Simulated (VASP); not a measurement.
# Bi (R-3m) in VASP: relaxation of cell and atoms with PBE

Aim: the relaxation of cell and atoms of Bi with PBE.

Program: VASP 6.6.1. These are calculated values, not measurements. Logs are shortened: lines on timing, memory, paths and dates and some standing lists are left out, and cuts for length are marked.

## Step 1: The cell of the first run

The typed cell holds 2 atoms: a = 5.169 Å, b = 5.169 Å, c = 5.169 Å, α = 33.55°, β = 33.55°, γ = 33.55°.

This isn't the form of Bi at room conditions, which is rhombohedral.

## Step 2: Relaxation of cell and atoms, PBE, target pressure 92 GPa, at which the enthalpy is minimised

File INCAR:

```
SYSTEM = Bi
  ALGO = Normal
  EDIFF = 1E-7
  EDIFFG = -0.005
  ENCUT = 600
  GGA = PE
  IBRION = 2
  ISIF = 3
  ISMEAR = -1
  LASPH = .True.
  LCHARG = .False.
  LREAL = .False.
  LWAVE = .False.
  NELM = 100
  NSW = 32
  PREC = Accurate
  PSTRESS = 920.0
  SIGMA = 0.08
```

File KPOINTS:

```
k-points
0
Gamma
  12 12 12
  0 0 0
```

File POSCAR:

```
Bi
1.0
    1.4918478361     -0.8613187498      4.8739348904
    0.0000000000      1.7226374995      4.8739348904
   -1.4918478361     -0.8613187498      4.8739348904
Bi
2
Direct
    0.2500000340      0.2500000340      0.2500000340
   -0.2500000340     -0.2500000340     -0.2500000340
```

Potentials or basis: VASP PAW PBE potentials, release 64 (Bi_d).

Command:

```console
$ cat potpaw_PBE.64/Bi_d/POTCAR > POTCAR
$ mpirun -np 1 vasp_std > vasp.out
```

OUTCAR:

```text
SYSTEM = Bi
   EDIFF = 1E-7
   EDIFFG = -0.005
   ENCUT = 600
   GGA = PE
   IBRION = 2
   ISIF = 3
   ISMEAR = -1
   LASPH = .True.
   LREAL = .False.
   NELM = 100
   NSW = 32
   PREC = Accurate
   PSTRESS = 920.0

 ion  position               nearest neighbor table
   1  0.250  0.250  0.250-   2 2.98   2 2.98   2 2.98   2 2.98   2 2.98   2 2.98
   2  0.750  0.750  0.750-   1 2.98   1 2.98   1 2.98   1 2.98   1 2.98   1 2.98

  LATTYP: Found a trigonal (rhomboedric) cell.
 ALAT       =     5.1694024094
 COS(alpha) =     0.8334293919

  Lattice vectors:

 A1 = (   1.4918478361,  -0.8613187498,   4.8739348904)
 A2 = (   0.0000000000,   1.7226374995,   4.8739348904)
 A3 = (  -1.4918478361,  -0.8613187498,   4.8739348904)

Analysis of symmetry for initial positions (statically):
=====================================================================
 Subroutine PRICEL returns following result:

  LATTYP: Found a trigonal (rhomboedric) cell.
 ALAT       =     2.9843416577
 COS(alpha) =     0.5002161629

  Lattice vectors:

 A1 = (   0.0000000000,   1.7226374996,  -2.4369684395)
 A2 = (   1.4918478361,  -0.8613187498,  -2.4369664509)
 A3 = (  -1.4918478361,  -0.8613187498,  -2.4369684395)

   2 primitive cells build up your supercell.

 Routine SETGRP: Setting up the symmetry group for a
 trigonal (rhombohedral) supercell.

 Subroutine GETGRP returns: Found 12 space group operations
 (whereof 12 operations were pure point group operations)
 out of a pool of 12 trial point group operations.

The static configuration has the point symmetry D_3d.

Analysis of symmetry for dynamics (positions and initial velocities):
=====================================================================
 Subroutine PRICEL returns following result:

  LATTYP: Found a trigonal (rhomboedric) cell.
 ALAT       =     2.9843416577
 COS(alpha) =     0.5002161629

  Lattice vectors:

 A1 = (   0.0000000000,   1.7226374996,  -2.4369684395)
 A2 = (   1.4918478361,  -0.8613187498,  -2.4369664509)
 A3 = (  -1.4918478361,  -0.8613187498,  -2.4369684395)

   2 primitive cells build up your supercell.

 Routine SETGRP: Setting up the symmetry group for a
 trigonal (rhombohedral) supercell.

 Subroutine GETGRP returns: Found 12 space group operations
 (whereof 12 operations were pure point group operations)
 out of a pool of 12 trial point group operations.

The dynamic configuration has the point symmetry D_3d.

 Subroutine INISYM returns: Found 12 space group operations
 (whereof 12 operations are pure point group operations),
 and found     2 'primitive' translations

----------------------------------------------------------------------------------------

                                     Primitive cell

  volume of cell :      18.7884

  direct lattice vectors                    reciprocal lattice vectors
     0.000000000  1.722637500 -2.436968439     0.000000091  0.387003404 -0.136782003
     1.491847836 -0.861318750 -2.436966451     0.335154916 -0.193501781 -0.136782003
    -1.491847836 -0.861318750 -2.436968439    -0.335154734 -0.193501781 -0.136782003

  length of vectors
     2.984341658  2.984340034  2.984341658     0.410464311  0.410464460  0.410464311

  position of ions in fractional coordinates (direct lattice)
     0.500000000  0.500000000  0.500000000

  ion indices of the primitive-cell ions
   primitive index   ion index
                 1           1

----------------------------------------------------------------------------------------

 KPOINTS: k-points

Automatic generation of k-mesh.
 Grid dimensions read from file:
 generate k-points for:   12   12   12

 Generating k-lattice:

  Cartesian coordinates                     Fractional coordinates (reciprocal lattice)
     0.027929569 -0.016125144  0.005699251     0.083333333 -0.000000000 -0.000000000
     0.000000000  0.032250288  0.005699251    -0.000000000  0.083333333 -0.000000000
    -0.027929569 -0.016125144  0.005699251    -0.000000000 -0.000000000  0.083333333

  Length of vectors
     0.032750001  0.032750001  0.032750001

  Shift w.r.t. Gamma in fractional coordinates (k-lattice)
     0.000000000  0.000000000  0.000000000

 Subroutine IBZKPT returns following result:
 ===========================================

 Found    189 irreducible k-points:

 Following reciprocal coordinates:
            Coordinates               Weight
  0.000000  0.000000  0.000000      1.000000
  0.083333  0.000000 -0.000000      6.000000
  0.166667  0.000000 -0.000000      6.000000
  0.250000  0.000000  0.000000      6.000000
  0.333333  0.000000  0.000000      6.000000
  0.416667 -0.000000  0.000000      6.000000
[... 16 lines left out ...]
  0.500000  0.166667  0.000000     12.000000
 -0.416667  0.166667  0.000000     12.000000
 [... further k-points ...]
   k-points           NKPTS =    189   k-points in BZ     NKDIM =    189   number of bands    NBANDS=     19
   number of dos      NEDOS =    301   number of ions     NIONS =      2
   total plane-waves  NPLWV =  74088
   dimension x,y,z NGX =    42 NGY =   42 NGZ =   42
   dimension x,y,z NGXF=    84 NGYF=   84 NGZF=   84
   ions per type =               2
   NGX,Y,Z   is equivalent  to a cutoff of  13.51, 13.51, 13.51 a.u.
   NGXF,Y,Z  is equivalent  to a cutoff of  27.01, 27.01, 27.01 a.u.
 SYSTEM =  Bi
   PREC   = accura    normal or accurate (medium, high low for compatibility)
   ISTART =      0    job   : 0-new  1-cont  2-samecut
   ICHARG =      2    charge: 1-file 2-atom 10-const
   ISPIN  =      1    spin polarized calculation?
   LNONCOLLINEAR =      F non collinear calculations
   LSORBIT =      F    spin-orbit coupling
   LASPH  =      T    aspherical Exc in radial PAW
   ENCUT  =  600.0 eV  44.10 Ry    6.64 a.u.  10.32 10.32 10.32*2*pi/ulx,y,z
   NELM   =    100;   NELMIN=  2; NELMDL= -5     # of ELM steps
   EDIFF  = 0.1E-06   stopping-criterion for ELM
   LREAL  =      F    real-space projection
   EDIFFG = -.5E-02   stopping-criterion for IOM
   NSW    =     32    number of steps for IOM
   IBRION =      2    ionic relax: 0-MD 1-quasi-New 2-CG
   NFREE  =      1    steps in history (QN), initial steepest desc. (CG)
   ISIF   =      3    stress and relaxation
   ISYM   =      2    0-nonsym 1-usesym 2-fastsym
   POTIM  = 0.5000    time-step for ionic-motion
   TEBEG  =    0.0;   TEEND  =   0.0 temperature during run
   PSTRESS=  920.0 pullay stress
   NELECT =      30.0000    total number of electrons
   NUPDOWN=      -1.0000    fix difference up-down
   EMIN   =  10.00;   EMAX   =-10.00  energy-range for DOS
   EFERMI =   0.00;   METHOD = LEGACY
   ISMEAR =    -1;   SIGMA  =   0.08  broadening in eV -4-tet -1-fermi 0-gaus
   EFERMI_NEDOS =   21; number of points for ismear=-14 and -15
   IALGO  =     38    algorithm
   IMIX   =      4    mixing-type and parameters
     AMIX     =   0.40;   BMIX     =  1.00
     AMIX_MAG =   1.60;   BMIX_MAG =  1.00
  volume/ion in A,a.u.               =      18.79       126.79
  Fermi-wavevector in a.u.,A,eV,Ry     =   1.518712  2.869950 31.381652  2.306486
  Thomas-Fermi vector in A             =   2.627796
   LORBIT       =      0    0 simple, 1 ext, 2 COOP (PROOUT), +10 PAW based schemes
   GGA     = PE    functional components
   LHFCALC =     F    Hartree Fock is set to
   AEXX    =    0.0000 exact exchange contribution
   IVDW    =     0    specifies the selected vdW correction
   LEPSILON=     F    determine dielectric tensor
   LRPA    =     F    only Hartree local field effects (RPA)
 conjugate gradient relaxation of ions
 non-spin polarized calculation
  energy-cutoff  :      600.00
  volume of cell :       37.58
 maximum number of plane-waves:      1272
 NGX is ok and might be reduce to    42
   NGX = 21   NGY = 21   NGZ = 21

--------------------------------------- Ionic step        1  -------------------------------------------

 number of electron      29.9999997 magnetization

 Free energy of the ion-electron system (eV)
  ---------------------------------------------------
  ext. energy  EPLUGINS =         0.00000000
  ---------------------------------------------------
  free energy    TOTEN  =        -2.87388311 eV

  energy without entropy =       -2.85451433  energy(sigma->0) =       -2.86419872

------------------------ aborting loop because EDIFF is reached ----------------------------------------

  FORCE on cell =-STRESS in cart. coord.  units (eV):
  Direction    XX          YY          ZZ          XY          YZ          ZX
  --------------------------------------------------------------------------------------
  -------------------------------------------------------------------------------------
  Total       21.5874777     21.5874777     21.5900748     -0.0000000     -0.0000000      0.0000000
  in kB      920.4349052    920.4349053    920.5456393     -0.0000000     -0.0000000      0.0000000
  external PRESSURE =       0.4718166 kB  Pullay stress =     920.0000000 kB

 VOLUME and BASIS-vectors are now :
 -----------------------------------------------------------------------------
  energy-cutoff  :      600.00
  volume of cell :       37.58
      direct lattice vectors                 reciprocal lattice vectors
     1.491847836 -0.861318750  4.873934890     0.335154825 -0.193501728  0.068391011
     0.000000000  1.722637500  4.873934890     0.000000000  0.387003457  0.068391011
    -1.491847836 -0.861318750  4.873934890    -0.335154825 -0.193501728  0.068391011
[... 46 lines left out ...]
  FREE ENERGIE OF THE ION-ELECTRON SYSTEM (eV)
  ---------------------------------------------------
  free  energy   TOTEN  =        -2.8911445104 eV

  energy  without entropy=       -2.8717676083  energy(sigma->0) =       -2.88145606

  enthalpy is  TOTEN    =        18.7034159620 eV   P V=       21.5945604723

--------------------------------------- Ionic step        3  -------------------------------------------

 number of electron      29.9999997 magnetization

 Free energy of the ion-electron system (eV)
  ---------------------------------------------------
  ext. energy  EPLUGINS =         0.00000000
  ---------------------------------------------------
  free energy    TOTEN  =        -2.87633476 eV

  energy without entropy =       -2.85696484  energy(sigma->0) =       -2.86664980

 E-fermi :  16.1169     XC(G=0): -12.9478

 val. band max:       16.0659930860   @ k =   0.5000   0.5000   0.0833
 cond. band min:      16.1196161194   @ k =  -0.3333   0.2500   0.1667
 fundamental gap:      0.0536230334
 Fermi energy:        16.1169096159

 k-point     1 :       0.0000    0.0000    0.0000
  band No.  band energies     occupation
      1      -8.1255      2.00000
      2      -7.9824      2.00000
      3      -7.9791      2.00000
      4      -7.9791      2.00000
      5      -7.9499      2.00000
      6      -7.9499      2.00000
[... 11 lines left out ...]
     18      24.7630      0.00000
     19      24.7742      0.00000
[... 485 lines left out ...]
 k-point    24 :      -0.4167    0.1667    0.0000
  band No.  band energies     occupation
      1      -8.0644      2.00000
      2      -7.9972      2.00000
      3      -7.9804      2.00000
      4      -7.9534      2.00000
      5      -7.6869      2.00000
      6      -7.6786      2.00000
[... 11 lines left out ...]
     18      17.7254      0.00000
     19      25.2187      0.00000

 [... further k-points ...]
[... 5 lines left out ...]
  --------------------------------------------------------------------------------------
  -------------------------------------------------------------------------------------
  Total       21.5803685     21.5803685     21.5822309      0.0000000     -0.0000000      0.0000000
  in kB      920.0272765    920.0272765    920.1066767      0.0000000     -0.0000000      0.0000000
  external PRESSURE =       0.0537432 kB  Pullay stress =     920.0000000 kB

 VOLUME and BASIS-vectors are now :
 -----------------------------------------------------------------------------
  energy-cutoff  :      600.00
  volume of cell :       37.58
      direct lattice vectors                 reciprocal lattice vectors
     1.491899905 -0.861348812  4.874148313     0.335143128 -0.193494975  0.068388016
    -0.000000000  1.722697623  4.874148313     0.000000000  0.386989950  0.068388016
    -1.491899905 -0.861348812  4.874148313    -0.335143128 -0.193494975  0.068388016

 POSITION                                       TOTAL-FORCE (eV/Angst)
 -----------------------------------------------------------------------------------
      0.00000     -0.00000      3.65561         0.000000      0.000000      0.000000
      0.00000     -0.00000     10.96683         0.000000      0.000000     -0.000000
 -----------------------------------------------------------------------------------
    total drift:                                0.000000      0.000000     -0.000000

  FREE ENERGIE OF THE ION-ELECTRON SYSTEM (eV)
  ---------------------------------------------------
  free  energy   TOTEN  =        -2.8763347643 eV

  energy  without entropy=       -2.8569648430  energy(sigma->0) =       -2.86664980

  enthalpy is  TOTEN    =        18.7033939278 eV   P V=       21.5797286921

 reached required accuracy - stopping structural energy minimisation
```

It took 8.3 min on 1 thread of Intel Xeon Platinum 8488C (Sapphire Rapids), shared host; peak memory 0.34 GiB.

Results:

| Quantity | Value |
| --- | --- |
| Free energy | -2.8763 eV |
| Relaxed volume | 18.79 Å³/atom |
| Relaxed cell | a = 5.170 Å, b = 5.170 Å, c = 5.170 Å, α = 33.55°, β = 33.55°, γ = 33.55° |
| Space group after relaxing (to 0.1 Å) | Fm-3m (No. 225) |
| Energy change on relaxing (the run minimises the enthalpy) | -1.2 meV/atom |
| Ionic steps | 3 |
| Pressure after relaxing | 92.0 GPa |
| Band gap on the k mesh | zero (bands 15 and 16 overlap by 10.79 eV) |

Step by step:
```tsv
step	energy change (eV)	largest force (eV/Å)	pressure (GPa)	volume (Å³)
1	0.0000	0.0000	92.05	37.58
2	-0.0173	0.0000	91.73	37.61
3	-0.0025	0.0000	92.01	37.58
```

Final structure:
```yaml
crystal:
  lattice:
    - [1.49190, -0.86135, 4.87415]
    - [0.00000, 1.72270, 4.87415]
    - [-1.49190, -0.86135, 4.87415]
  atoms:
    - { symbol: Bi, position: [0.25000, 0.25000, 0.25000] }
    - { symbol: Bi, position: [0.75000, 0.75000, 0.75000] }
```

Levels at points of the mesh, in eV from the Fermi level:
```tsv
k point	band 13	band 14	band 15	band 16	band 17	band 18
(0.00, 0.00, 0.00)	-9.20	5.77	5.77	7.52	7.91	8.65
(0.50, 0.00, 0.00)	-6.01	-6.01	-0.88	-0.88	2.29	2.29
(0.50, 0.50, 0.00)	-9.19	-7.80	0.07	0.07	4.97	5.76
(0.50, 0.50, 0.50)	-0.97	-0.97	7.24	7.24	7.24	7.24
```

Caveat: the cell is relaxed towards a set pressure, so the run minimises the enthalpy, not the energy; spin-orbit coupling is left out, which moves the levels of the heavy elements.

The gap in the log of VASP goes by the Fermi energy; the results here count the filled bands.